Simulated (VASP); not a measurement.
EuZn:

```xyz
2
Lattice="3.8080 0.0000 0.0000 0.0000 3.8080 0.0000 0.0000 0.0000 3.8080" Properties=species:S:1:pos:R:3 pbc="T T T"
Eu    0.0000    0.0000    0.0000
Zn    1.9040    1.9040    1.9040
```

Base run:

- Program: VASP 6.6.1
- Functional: LDA
- Potentials or basis: VASP PAW PBE potentials, release 64 (Eu, Zn)
- Cutoff: 520 eV
- k mesh: 9 × 9 × 9
- Occupations: fermi-dirac, width 0.08 eV
- Spin: collinear spin, ferromagnetic start
- Starting moments: [7.0, 0.0] μB
- Hubbard terms: Eu f U = 6.0 eV

Its results: pressure -3.7 GPa; net moment 7.18 μB per cell; site moments Eu +6.77; Zn +0.01 μB.

Problem. The run is repeated on the same cell with these changes: hubbard terms from Eu f U = 6.0 eV to none. What comes out?

Solution. Pressure -5.8 GPa; net moment 7.01 μB per cell; site moments Eu +6.58; Zn +0.01 μB.

Caveats: the cell stands under tension; the PAW data sets were made with another functional, which shifts forces and pressure a little.
